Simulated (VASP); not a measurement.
# NbAs in VASP: further runs

The runs below take NbAs through single point, relaxation of cell and atoms, with LDA+U, PBE+D4, RPBE, PBEsol.

All numbers are computed with VASP 6.6.1; they aren't measurements. Logs are shortened: lines on timing, memory, paths and dates and some standing lists are left out, and cuts for length are marked.

## 1. The cell of the first run

The structure is tetragonal, space group I4_1md (No. 109). The conventional cell has a = 3.452 Å, b = 3.452 Å, c = 11.680 Å, α = 90.00°, β = 90.00°, γ = 90.00°. Nb (site symmetry 2mm) has 6 As at 2.60 to 2.63 Å and 8 Nb at 3.39 to 3.45 Å within 3.5 Å. Within 3.5 Å of As (site symmetry 2mm) lie 6 Nb at 2.60 to 2.63 Å and 8 As at 3.39 to 3.45 Å.

## 2. Single point, LDA+U

The input, INCAR:

```
SYSTEM = NbAs
ALGO = Normal
EDIFF = 1E-6
ENCUT = 520
GGA = CA
ISIF = 2
ISMEAR = -1
LASPH = .True.
LCHARG = .False.
LDAU = .True.
LDAUJ = 0 0
LDAUL = 2 -1
LDAUPRINT = 1
LDAUTYPE = 2
LDAUU = 4 0
LMAXMIX = 4
LREAL = .False.
LWAVE = .False.
NBANDS = 26
NELM = 150
PREC = Accurate
SIGMA = 0.05
```

The input, KPOINTS:

```
k-points
0
Gamma
  11 11 11
  0 0 0
```

The input, POSCAR:

```
NbAs
1.0
   -1.7258500000      1.7258500000      5.8400000000
    1.7258500000     -1.7258500000      5.8400000000
    1.7258500000      1.7258500000     -5.8400000000
Nb As
2 2
Direct
    0.5000000000      0.0000000000      0.5000000000
    0.7500000000      0.7500000000      0.0000000000
    0.9160000000      0.4160000000      0.5000000000
    0.1660000000      0.1660000000      0.0000000000
```

Potentials or basis: VASP PAW LDA potentials, release 64 (Nb_sv, As).

The run is started by

```console
> cat potpaw_LDA.64/Nb_sv/POTCAR potpaw_LDA.64/As/POTCAR > POTCAR
> mpirun -np 1 vasp_std > vasp.out
```

OUTCAR:

```text
SYSTEM = NbAs
   EDIFF = 1E-6
   ENCUT = 520
   GGA = CA
   ISIF = 2
   ISMEAR = -1
   LASPH = .True.
   LREAL = .False.
   NELM = 150
   PREC = Accurate

 ion  position               nearest neighbor table
   1  0.500  0.000  0.500-   4 2.60   4 2.60   3 2.63   3 2.63   3 2.63   3 2.63
   2  0.750  0.750  0.000-   3 2.60   3 2.60   4 2.63   4 2.63   4 2.63   4 2.63
   3  0.916  0.416  0.500-   2 2.60   2 2.60   1 2.63   1 2.63   1 2.63   1 2.63
   4  0.166  0.166  0.000-   1 2.60   1 2.60   2 2.63   2 2.63   2 2.63   2 2.63

  LATTYP: Found a body centered tetragonal cell.
 ALAT       =     3.4517000000
 C/A-ratio  =     3.3838398470

  Lattice vectors:

 A1 = (  -1.7258500000,   1.7258500000,   5.8400000000)
 A2 = (   1.7258500000,  -1.7258500000,   5.8400000000)
 A3 = (   1.7258500000,   1.7258500000,  -5.8400000000)

Analysis of symmetry for initial positions (statically):
=====================================================================
 Subroutine PRICEL returns:
 Original cell was already a primitive cell.

 Routine SETGRP: Setting up the symmetry group for a
 body centered tetragonal supercell.

 Subroutine GETGRP returns: Found  8 space group operations
 (whereof  4 operations were pure point group operations)
 out of a pool of 16 trial point group operations.

The static configuration has the point symmetry C_2v.
 The point group associated with its full space group is C_4v.

Analysis of symmetry for dynamics (positions and initial velocities):
=====================================================================
 Subroutine PRICEL returns:
 Original cell was already a primitive cell.

 Routine SETGRP: Setting up the symmetry group for a
 body centered tetragonal supercell.

 Subroutine GETGRP returns: Found  8 space group operations
 (whereof  4 operations were pure point group operations)
 out of a pool of 16 trial point group operations.

The dynamic configuration has the point symmetry C_2v.
 The point group associated with its full space group is C_4v.

 Subroutine INISYM returns: Found  8 space group operations
 (whereof  4 operations are pure point group operations),
 and found     1 'primitive' translations

[... 183 lines left out ...]

spin component  2

  0.2229  0.0000 -0.0000 -0.0000  0.0000
  0.0000  0.2261 -0.0000 -0.0000  0.0000
 -0.0000 -0.0000  0.2302  0.0000  0.0014
 -0.0000 -0.0000  0.0000  0.2155 -0.0000
  0.0000  0.0000  0.0014 -0.0000  0.1998

 occupancies and eigenvectors

  o =  0.1998  v =  0.0000 -0.0000 -0.0455 -0.0000  0.9990  0.0000  0.0000  0.0000  0.0000  0.0000      0.0000  0.0000  0.0000  0.0000  0.0000  0.0000  0.0000  0.0000  0.0000  0.0000
  o =  0.1998  v =  0.0000  0.0000  0.0000  0.0000  0.0000  0.0000 -0.0000 -0.0455 -0.0000  0.9990      0.0000  0.0000  0.0000  0.0000  0.0000  0.0000  0.0000  0.0000  0.0000  0.0000
  o =  0.2155  v =  0.0000 -0.0000 -0.0000 -1.0000 -0.0000  0.0000  0.0000  0.0000  0.0000  0.0000      0.0000  0.0000  0.0000  0.0000  0.0000  0.0000  0.0000  0.0000  0.0000  0.0000
  o =  0.2155  v =  0.0000  0.0000  0.0000  0.0000  0.0000  0.0000 -0.0000 -0.0000 -1.0000 -0.0000      0.0000  0.0000  0.0000  0.0000  0.0000  0.0000  0.0000  0.0000  0.0000  0.0000
  o =  0.2229  v =  1.0000  0.0000  0.0000  0.0000  0.0000  0.0000  0.0000  0.0000  0.0000  0.0000      0.0000  0.0000  0.0000  0.0000  0.0000  0.0000  0.0000  0.0000  0.0000  0.0000
  o =  0.2229  v =  0.0000  0.0000  0.0000  0.0000  0.0000  1.0000  0.0000  0.0000  0.0000  0.0000      0.0000  0.0000  0.0000  0.0000  0.0000  0.0000  0.0000  0.0000  0.0000  0.0000
  o =  0.2261  v =  0.0000  0.0000  0.0000  0.0000  0.0000  0.0000  1.0000  0.0000 -0.0000  0.0000      0.0000  0.0000  0.0000  0.0000  0.0000  0.0000  0.0000  0.0000  0.0000  0.0000
  o =  0.2261  v =  0.0000  1.0000  0.0000 -0.0000  0.0000  0.0000  0.0000  0.0000  0.0000  0.0000      0.0000  0.0000  0.0000  0.0000  0.0000  0.0000  0.0000  0.0000  0.0000  0.0000
  o =  0.2302  v =  0.0000  0.0000  0.0000  0.0000  0.0000  0.0000 -0.0000  0.9990 -0.0000  0.0455      0.0000  0.0000  0.0000  0.0000  0.0000  0.0000  0.0000  0.0000  0.0000  0.0000
  o =  0.2302  v =  0.0000 -0.0000  0.9990 -0.0000  0.0455  0.0000  0.0000  0.0000  0.0000  0.0000      0.0000  0.0000  0.0000  0.0000  0.0000  0.0000  0.0000  0.0000  0.0000  0.0000

 number of electron      35.9999999 magnetization

 Free energy of the ion-electron system (eV)
  ---------------------------------------------------
  ext. energy  EPLUGINS =         0.00000000
  ---------------------------------------------------
  free energy    TOTEN  =       -29.13186750 eV

  energy without entropy =      -29.12647245  energy(sigma->0) =      -29.12916998

 E-fermi :   9.9880     XC(G=0): -12.0366

 val. band max:        9.9848734783   @ k =  -0.0909  -0.4545   0.0909
 cond. band min:       9.9914070626   @ k =  -0.0909  -0.4545   0.0909
 fundamental gap:      0.0065335843
 Fermi energy:         9.9879937597

 k-point     1 :       0.0000    0.0000    0.0000
  band No.  band energies     occupation
      1     -45.7970      2.00000
      2     -45.7687      2.00000
      3     -22.1233      2.00000
      4     -22.0393      2.00000
      5     -22.0393      2.00000
      6     -21.8741      2.00000
[... 685 lines left out ...]
     25      13.7193      0.00000
     26      15.1393      0.00000

 [... further k-points ...]

------------------------ aborting loop because EDIFF is reached ----------------------------------------

  FORCE on cell =-STRESS in cart. coord.  units (eV):
  Direction    XX          YY          ZZ          XY          YZ          ZX
  --------------------------------------------------------------------------------------
  -------------------------------------------------------------------------------------
  Total       -0.2303513     -0.2303513      0.2629392      0.0000000      0.0000000      0.0000000
  in kB       -5.3042307     -5.3042307      6.0546208      0.0000000      0.0000000      0.0000000
  external PRESSURE =      -1.5179468 kB  Pullay stress =       0.0000000 kB

 VOLUME and BASIS-vectors are now :
 -----------------------------------------------------------------------------
  energy-cutoff  :      520.00
  volume of cell :       69.58
      direct lattice vectors                 reciprocal lattice vectors
    -1.725850000  1.725850000  5.840000000     0.000000000  0.289712316  0.085616438
     1.725850000 -1.725850000  5.840000000     0.289712316  0.000000000  0.085616438
     1.725850000  1.725850000 -5.840000000     0.289712316  0.289712316  0.000000000

 POSITION                                       TOTAL-FORCE (eV/Angst)
 -----------------------------------------------------------------------------------
      0.00000      1.72585      0.00000        -0.000000      0.000000     -0.289445
      0.00000      0.00000      8.76000         0.000000     -0.000000     -0.289445
      0.00000      1.72585      4.85888        -0.000000     -0.000000      0.289445
      0.00000      0.00000      1.93888         0.000000      0.000000      0.289445
 -----------------------------------------------------------------------------------
    total drift:                               -0.000000     -0.000000      0.000416

  FREE ENERGIE OF THE ION-ELECTRON SYSTEM (eV)
  ---------------------------------------------------
  free  energy   TOTEN  =       -29.1318675013 eV

  energy  without entropy=      -29.1264724516  energy(sigma->0) =      -29.12916998
```

stdout:

```text
POSCAR found type information on POSCAR NbAs
 POSCAR found :  2 types and       4 ions
 scaLAPACK will be used
 LDA part: xc-table for (Slater(with rela. corr.)+CA(PZ))
 , standard interpolation
 POSCAR, INCAR and KPOINTS ok, starting setup
 FFT: planning ... GRIDC
 FFT: planning ... GRID_SOFT
 FFT: planning ... GRID
 WAVECAR not read
 entering main loop
```

Wall time 2.8 min (1 thread of Intel Xeon 6975P-C (Granite Rapids), shared host); peak memory 0.39 GiB.

Results:

* Free energy: -29.1319 eV
* Pressure: -0.2 GPa
* Largest force: 0.289 eV/Å
* Band gap on the k mesh: zero (bands 18 and 19 overlap by 0.03 eV)

Forces in eV/Å, atoms in the order of the input:
```
Nb   0.000  0.000 -0.289
Nb   0.000  0.000 -0.289
As   0.000  0.000  0.289
As   0.000  0.000  0.289
```

Stress tensor (GPa, compression positive):
```
-0.53  0.00  0.00
 0.00 -0.53  0.00
 0.00  0.00  0.61
```

Eigenvalues of the final occupation matrices:
```
    site  spin  trace               eigenvalues
site 1 d     1   1.09  0.20 0.22 0.22 0.23 0.23
site 1 d     2   1.09  0.20 0.22 0.22 0.23 0.23
site 2 d     1   1.09  0.20 0.22 0.22 0.23 0.23
site 2 d     2   1.09  0.20 0.22 0.22 0.23 0.23
```

Caveat: U without spin polarisation on a metal has little footing; the U is typed as a test and isn't derived for this compound.

## 3. Relaxation of cell and atoms, PBE+D4

The input, INCAR:

```
SYSTEM = NbAs
ALGO = Normal
EDIFF = 1E-6
EDIFFG = -0.01
ENCUT = 600
GGA = PE
IBRION = 2
ISIF = 3
ISMEAR = -1
IVDW = 13
LASPH = .TRUE.
LCHARG = .FALSE.
LREAL = .FALSE.
LWAVE = .FALSE.
NELM = 60
NSW = 60
PREC = Accurate
SIGMA = 0.05
```

The input, KPOINTS:

```
k-points
0
G
  11 11 11
  0 0 0
```

POSCAR is that of step 2.

Potentials or basis: VASP PAW PBE potentials, release 64 (Nb_sv, As).

The run is started by

```console
> cat potpaw_PBE.64/Nb_sv/POTCAR potpaw_PBE.64/As/POTCAR > POTCAR
> mpirun -np 1 vasp_std > vasp.out
```

Run time: 66 min. Hardware: 1 thread of Intel Xeon Platinum 8488C (Sapphire Rapids), shared host; peak memory 0.56 GiB.

The run converged. Its results:

- Free energy: -34.2669 eV
- Relaxed volume: 17.32 Å³/atom
- Relaxed cell: a = 6.306 Å, b = 6.306 Å, c = 6.306 Å, α = 148.23°, β = 148.23°, γ = 45.55°
- Space group after relaxing (to 0.1 Å): I4_1md (No. 109)
- Energy gained by relaxing: 2.2 meV/atom
- Ionic steps: 7
- Pressure after relaxing: 0.0 GPa
- Band gap on the k mesh: 0.06 eV (least direct gap 0.08 eV)
- Dispersion energy per atom: -0.439 eV

Step by step:
| step | energy change (eV) | largest force (eV/Å) | pressure (GPa) | volume (Å³) |
| --- | --- | --- | --- | --- |
| 1 | 0.0000 | 0.2980 | -0.52 | 69.58 |
| 2 | -0.0063 | 0.0462 | 0.85 | 69.02 |
| 3 | -0.0073 | 0.0457 | 0.49 | 69.17 |
| 4 | -0.0080 | 0.0254 | -0.62 | 69.57 |
| 5 | -0.0083 | 0.0015 | -0.25 | 69.44 |
| 6 | -0.0088 | 0.0012 | -0.04 | 69.31 |
| 7 | -0.0088 | 0.0017 | 0.00 | 69.29 |

Final structure:
```
Nb As
1.0
    -1.72609    1.72609    5.81440
     1.72609   -1.72609    5.81440
     1.72609    1.72609   -5.81440
Nb As
2 2
Direct
  0.49873 0.99873 0.50000
  0.74873 0.74873 0.00000
  0.91727 0.41727 0.50000
  0.16727 0.16727 0.00000
```

Levels at points of the mesh, in eV from the valence-band top:
```
           k point  band 14  band 15  band 16  band 17  band 18  band 19  band 20  band 21  band 22
(0.00, 0.00, 0.00)    -2.19    -2.04    -1.65    -1.36    -1.36     0.71     1.29     2.50     3.01
```

## 4. Relaxation of cell and atoms, RPBE

The input, INCAR:

```
SYSTEM = NbAs
PREC = Accurate ; ENCUT = 600
EDIFF = 1E-7 ; ISMEAR = -1
SIGMA = 0.05 ; LREAL = .False.
LASPH = .True. ; NELM = 80
ALGO = Normal ; ISIF = 3
LWAVE = .False. ; LCHARG = .False.
GGA = RP ; IBRION = 2
NSW = 60 ; EDIFFG = -0.01
```

The input, KPOINTS:

```
regular mesh
0
Gamma
  11 11 11
  0 0 0
```

POSCAR is that of step 3.

The run is started by

```console
> cat potpaw_PBE.64/Nb_sv/POTCAR potpaw_PBE.64/As/POTCAR > POTCAR
> mpirun -np 1 vasp_std > vasp.out
```

It took 53 min on 1 thread of Intel Xeon 6975P-C (Granite Rapids), shared host; peak memory 0.6 GiB.

The run converged. Its results:

| Item | Value |
| --- | --- |
| Free energy | -30.6637 eV |
| Relaxed volume | 18.00 Å³/atom |
| Relaxed cell | a = 6.402 Å, b = 6.402 Å, c = 6.402 Å, α = 148.36°, β = 148.36°, γ = 45.36° |
| Space group after relaxing (to 0.1 Å) | I4_1md (No. 109) |
| Energy gained by relaxing | 12.6 meV/atom |
| Ionic steps | 9 |
| Pressure after relaxing | 0.0 GPa |
| Largest force after relaxing | 0.003 eV/Å |
| Band gap on the k mesh | 0.03 eV |

Forces in eV/Å, atoms in the order of the input:
```
Nb   0.000  0.000  0.003
Nb   0.000  0.000  0.003
As   0.000  0.000 -0.003
As   0.000  0.000 -0.003
```

The path:
```tsv
step	energy change (eV)	largest force (eV/Å)	pressure (GPa)	volume (Å³)
1	0.0000	0.3033	5.88	69.58
2	0.0569	0.0688	-7.75	76.20
3	-0.0486	0.1276	-0.28	72.16
4	-0.0486	0.1306	-0.16	72.10
5	-0.0502	0.0028	0.07	72.00
6	-0.0502	0.0112	0.06	72.00
7	-0.0503	0.0027	-0.08	72.06
8	-0.0503	0.0006	-0.13	72.08
9	-0.0503	0.0032	0.01	72.00
```

Final structure:
```cif
data_structure
_symmetry_space_group_name_H-M 'P 1'
_symmetry_Int_Tables_number 1
_cell_length_a 6.4024
_cell_length_b 6.4024
_cell_length_c 6.4024
_cell_angle_alpha 148.357
_cell_angle_beta 148.357
_cell_angle_gamma 45.359
_cell_volume 72.00
loop_
_atom_site_label
_atom_site_type_symbol
_atom_site_fract_x
_atom_site_fract_y
_atom_site_fract_z
_atom_site_occupancy
Nb1 Nb 0.49890 0.99890 0.50000 1
Nb2 Nb 0.74890 0.74890 0.00000 1
As1 As 0.91710 0.41710 0.50000 1
As2 As 0.16710 0.16710 0.00000 1
```

Levels at points of the mesh, in eV from the valence-band top:
| k point | band 14 | band 15 | band 16 | band 17 | band 18 | band 19 | band 20 | band 21 | band 22 |
| --- | --- | --- | --- | --- | --- | --- | --- | --- | --- |
| (0.00, 0.00, 0.00) | -2.14 | -1.95 | -1.59 | -1.33 | -1.33 | 0.67 | 1.21 | 2.35 | 2.86 |

Caveat: the PAW data sets were made with another functional, which shifts forces and pressure a little. RPBE and its kin give volumes clearly too large for solids.

## 5. Single point, PBEsol (atoms moved at random)

The input, INCAR:

```
SYSTEM = NbAs
ALGO = Normal
EDIFF = 1E-6
ENCUT = 520
GGA = PS
ISIF = 2
ISMEAR = -1
LASPH = .True.
LCHARG = .False.
LREAL = .False.
LWAVE = .False.
NBANDS = 26
NELM = 100
PREC = Accurate
SIGMA = 0.05
```

The input, KPOINTS:

```
k-points
0
Gamma
  11 11 11
  0 0 0
```

The input, POSCAR:

```
NbAs
1.0
   -1.7258500000      1.7258500000      5.8400000000
    1.7258500000     -1.7258500000      5.8400000000
    1.7258500000      1.7258500000     -5.8400000000
Nb As
2 2
Direct
    0.5064570000     -0.0011570000      0.5128730000
    0.7511050000      0.7596630000      0.0070210000
    0.8934080000      0.4210190000      0.4965690000
    0.1596040000      0.1701210000      0.0020040000
```

The run is started by

```console
> cat potpaw_PBE.64/Nb_sv/POTCAR potpaw_PBE.64/As/POTCAR > POTCAR
> mpirun -np 1 vasp_std > vasp.out
```

It took 22 min on 1 thread of Intel Xeon 6975P-C (Granite Rapids), shared host; peak memory 1.1 GiB.

It converged, with:

```
Free energy            : -34.9850 eV
Pressure               : -1.3 GPa
Largest force          : 1.509 eV/Å
Band gap on the k mesh : zero (bands 18 and 19 overlap by 0.13 eV)
```

Forces on the atoms (eV/Å):
```
Nb   0.284 -0.929 -0.106
Nb   0.015 -0.007 -1.481
As  -0.350  0.638  1.321
As   0.051  0.298  0.266
```

Stress tensor (GPa, compression positive):
```
-0.55 -0.24  0.21
-0.24 -3.85 -0.52
 0.21 -0.52  0.55
```

Levels at points of the mesh, in eV from the Fermi level:
```csv
k point,band 16,band 17,band 18,band 19,band 20,band 21
"(0.00, 0.00, 0.00)",-1.74,-1.37,-1.32,0.75,1.33,2.29
```

Caveat: the cell differs from its parent crystal (atoms moved at random); the PAW data sets were made with another functional, which shifts forces and pressure a little.

## 6. The runs side by side

| task | level | potentials or basis | U | cell | cutoff (eV) | gap on the mesh (eV) | pressure (GPa) | relaxed volume (Å³/atom) | largest force (eV/Å) |
| --- | --- | --- | --- | --- | --- | --- | --- | --- | --- |
| single point | LDA+U | VASP PAW LDA potentials, release 64 (Nb_sv, As) | Nb d U = 4.0 eV | as given, atomic positions A | 520 | none | -0.2 | - | 0.29 |
| relaxation of cell and atoms | PBE+D4 | VASP PAW PBE potentials, release 64 (Nb_sv, As) | - | relaxed, atomic positions A | 600 | 0.06 | 0.0 | 17.32 | - |
| relaxation of cell and atoms | RPBE | VASP PAW PBE potentials, release 64 (Nb_sv, As) | - | relaxed, atomic positions A | 600 | 0.03 | 0.0 | 18.00 | - |
| single point | PBEsol | VASP PAW PBE potentials, release 64 (Nb_sv, As) | - | as given, atomic positions B | 520 | none | -1.3 | - | 1.51 |

Alike in all rows: no spin polarisation; k mesh 11 × 11 × 11; smearing fermi-dirac 0.05 eV.

Caveats: the PAW data sets were made with another functional, which shifts forces and pressure a little (at least some runs); U without spin polarisation on a metal has little footing (at least some runs); the U is typed as a test and isn't derived for this compound (at least some runs).

Absolute energies hang on the potentials; compare differences alone.
